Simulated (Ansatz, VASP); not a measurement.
## Two plane-wave programs on CaO

```
Ca O
1.0
     3.99198    0.00000    0.00000
    -1.99599    3.45715    0.00000
     0.00000    0.00000    4.78484
Ca O
2 2
Cartesian
  0.0000 2.3048 3.5886
  1.9960 1.1524 1.1962
  0.0000 2.3048 1.1962
  1.9960 1.1524 3.5886
```

Alike in both runs: task single point; functional PBE; k mesh 12 × 12 × 8; occupations gaussian, width 0.05 eV; no spin polarisation.

```csv
,VASP,Ansatz
version,VASP 6.6.1,Ansatz 0.2.0
potentials or method,"VASP PAW PBE potentials, release 64 (Ca_sv, O), cutoff 520 eV","scalar-relativistic, plane waves, PAW"
valence electrons in the cell,32,32
```

Ansatz gave:

| Item | Value |
| --- | --- |
| gap on the k mesh at the Fermi level (eV) | 3.18 |
| pressure (GPa) | 1.0 |
| traceless stress, the component that is largest in VASP (GPa) | 0.22 |

Problem. Which values does VASP return?

Solution. gap on the k mesh at the Fermi level (eV): 3.16; pressure (GPa): 1.5; traceless stress, the component that is largest in VASP (GPa): 0.25.
